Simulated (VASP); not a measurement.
# Ti (P6_3/mmc) in VASP: further runs, part 2 of 2

VASP 6.6.1. The steps go on from the part before.

## Step 3: Single point, r2SCAN

This run uses another cell than the first one, of the same volume but with other edges.

Input file POSCAR:

```
Ti
1.0
    2.7760542717      0.0000000000      0.0000000000
   -1.3880271359      2.4041335216      0.0000000000
    0.0000000000      0.0000000000      5.2916337976
Ti
2
Direct
    0.3333333333      0.6666666667      0.2500000000
    0.6666666667      0.3333333333      0.7500000000
```

Input file INCAR.step1:

```
SYSTEM = Ti
PREC = Accurate ; ENCUT = 520
ISMEAR = -1 ; SIGMA = 0.02
LREAL = .False. ; LASPH = .True.
NELM = 100 ; NBANDS = 19
GGA = PE ; ALGO = Normal
EDIFF = 1E-4 ; LWAVE = .True.
LCHARG = .False.
```

Input file INCAR.step2:

```
SYSTEM = Ti
PREC = Accurate ; ENCUT = 520
EDIFF = 1E-6 ; ISMEAR = -1
SIGMA = 0.02 ; LREAL = .False.
LASPH = .True. ; NELM = 100
ALGO = Normal ; ISIF = 2
LWAVE = .False. ; LCHARG = .False.
METAGGA = R2SCAN ; LMIXTAU = .True.
NBANDS = 19 ; ISTART = 1
```

Input file KPOINTS:

```
regular mesh
0
Gamma
  24 24 12
  0 0 0
```

Potentials or basis: VASP PAW PBE potentials, release 64 (Ti_sv).

On the command line:

```sh
$ cat potpaw_PBE.64/Ti_sv/POTCAR > POTCAR
$ cp INCAR.step1 INCAR
$ mpirun -np 1 vasp_std > vasp.out
$ cp INCAR.step2 INCAR
$ mpirun -np 1 vasp_std > vasp.out
```

OUTCAR:

```text
SYSTEM = Ti
   PREC = Accurate
   ENCUT = 520
   EDIFF = 1E-6
   ISMEAR = -1
   LREAL = .False.
   LASPH = .True.
   NELM = 100
   ISIF = 2
   METAGGA = R2SCAN
   ISTART = 1

 ion  position               nearest neighbor table
   1  0.333  0.667  0.250-
   2  0.667  0.333  0.750-

  LATTYP: Found a hexagonal cell.
 ALAT       =     2.7760542717
 C/A-ratio  =     1.9061708741

  Lattice vectors:

 A1 = (   2.7760542717,   0.0000000000,   0.0000000000)
 A2 = (  -1.3880271359,   2.4041335216,   0.0000000000)
 A3 = (   0.0000000000,   0.0000000000,   5.2916337976)

Analysis of symmetry for initial positions (statically):
=====================================================================
 Subroutine PRICEL returns:
 Original cell was already a primitive cell.

 Routine SETGRP: Setting up the symmetry group for a
 hexagonal supercell.

 Subroutine GETGRP returns: Found 24 space group operations
 (whereof 12 operations were pure point group operations)
 out of a pool of 24 trial point group operations.
[... 159 lines left out ...]
  ext. energy  EPLUGINS =         0.00000000
  ---------------------------------------------------
  free energy    TOTEN  =       -25.59819049 eV

  energy without entropy =      -25.59509410  energy(sigma->0) =      -25.59664230

 E-fermi :   8.1755     XC(G=0): -12.2875

 val. band max:        8.1752712758   @ k =   0.2917   0.2917   0.4167
 cond. band min:       8.1768793066   @ k =   0.3333   0.2917   0.2500
 fundamental gap:      0.0016080308
 Fermi energy:         8.1754595492

 k-point     1 :       0.0000    0.0000    0.0000
  band No.  band energies     occupation
      1     -50.9311      2.00000
      2     -50.8694      2.00000
      3     -26.3259      2.00000
      4     -25.8851      2.00000
      5     -25.6791      2.00000
      6     -25.6791      2.00000
[... 505 lines left out ...]
      6     -25.9097      2.00000
[... 11 lines left out ...]
     18      12.3108      0.00000
     19      12.8235      0.00000

 [... further k-points ...]

------------------------ aborting loop because EDIFF is reached ----------------------------------------

  FORCE on cell =-STRESS in cart. coord.  units (eV):
  Direction    XX          YY          ZZ          XY          YZ          ZX
  --------------------------------------------------------------------------------------
  -------------------------------------------------------------------------------------
  Total        0.9725371      0.9725371     -3.0603286     -0.0000000     -0.0000000      0.0000000
  in kB       44.1205032     44.1205032   -138.8360742     -0.0000000     -0.0000000      0.0000000
  external PRESSURE =     -16.8650226 kB  Pullay stress =       0.0000000 kB

 VOLUME and BASIS-vectors are now :
 -----------------------------------------------------------------------------
  energy-cutoff  :      520.00
  volume of cell :       35.32
      direct lattice vectors                 reciprocal lattice vectors
     2.776054272  0.000000000  0.000000000     0.360223505  0.207975138  0.000000000
    -1.388027136  2.404133522  0.000000000     0.000000000  0.415950275  0.000000000
     0.000000000  0.000000000  5.291633798     0.000000000  0.000000000  0.188977552

 POSITION                                       TOTAL-FORCE (eV/Angst)
 -----------------------------------------------------------------------------------
     -0.00000      1.60276      1.32291         0.000000      0.000000      0.000000
      1.38803      0.80138      3.96873        -0.000000     -0.000000      0.000000
 -----------------------------------------------------------------------------------
    total drift:                               -0.000000      0.000000     -0.000000

  FREE ENERGIE OF THE ION-ELECTRON SYSTEM (eV)
  ---------------------------------------------------
  free  energy   TOTEN  =       -25.5981904932 eV

  energy  without entropy=      -25.5950940994  energy(sigma->0) =      -25.59664230
```

It took 32 min on 1 thread of Oxide Virtual Turin-like, shared host; peak memory 0.31 GiB.

What came out:

* Free energy: -25.5982 eV
* Pressure: -1.7 GPa
* Band gap on the k mesh: zero (bands 12 and 13 overlap by 0.37 eV)

Levels at points of the mesh, in eV from the Fermi level:
| k point | band 9 | band 10 | band 11 | band 12 | band 13 | band 14 | band 15 | band 16 |
| --- | --- | --- | --- | --- | --- | --- | --- | --- |
| (0.00, 0.00, 0.00) | -6.51 | -3.03 | -0.96 | -0.15 | 1.11 | 1.11 | 1.35 | 1.35 |
| (0.50, 0.00, 0.00) | -2.33 | -2.21 | -1.97 | 0.01 | 0.09 | 0.75 | 1.66 | 3.54 |
| (0.00, 0.00, 0.50) | -5.01 | -5.01 | -0.66 | -0.66 | 1.16 | 1.16 | 1.16 | 1.16 |
| (0.50, 0.00, 0.50) | -2.56 | -2.56 | -1.16 | -1.16 | 1.57 | 1.57 | 2.49 | 2.49 |

Caveat: the stress differs along the axes, from -14 to 4 GPa; the PAW data sets were made with another functional, which shifts forces and pressure a little.
